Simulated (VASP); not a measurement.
Runs of VASP 6.6.1 on TiAu. The structure is that of space group Pm-3m (No. 221), or close to it. The cells are those of the table. 

```tsv
task	cell	k mesh	cutoff (eV)	smearing	gap on the mesh (eV)	pressure (GPa)	relaxed volume (Å³/atom)
relaxation of cell and atoms	relaxed from a = 3.254 Å, 2 atoms	6 × 6 × 6	500	gaussian 0.1 eV	none	-0.2	16.28
single point	a = 3.170 Å, 2 atoms	14 × 14 × 14	520	fermi-dirac 0.15 eV	none	(a)	-
single point	a = 3.213 Å, 2 atoms	14 × 14 × 14	520	fermi-dirac 0.15 eV	none	(b)	-
single point	a = 3.189 Å, 2 atoms	6 × 6 × 6	500	gaussian 0.1 eV	none	0.6	-
single point	a = 3.174 Å, 2 atoms	14 × 14 × 14	520	fermi-dirac 0.15 eV	none	3.4	-
single point	a = 3.189 Å, 2 atoms	14 × 14 × 14	500	gaussian 0.1 eV	none	0.3	-
single point	a = 3.192 Å, 2 atoms	14 × 14 × 14	520	fermi-dirac 0.15 eV	none	0.3	-
relaxation of cell and atoms	relaxed from a = 3.189 Å, 2 atoms	14 × 14 × 14	500	gaussian 0.1 eV	none	0.0	16.24
```

Alike in all rows: level LDA; potentials or basis VASP PAW LDA potentials, release 64 (Ti_sv, Au); no spin polarisation.

Task: Fill in the values left out.

Result: (a) 4.0; (b) -2.9.

Caveats: spin-orbit coupling is left out, which moves the levels of the heavy elements.

A k mesh can miss the band edges, and the runs leave out spin-orbit coupling on Au.

A gap of «none» marks levels without a gap at the run's occupations.
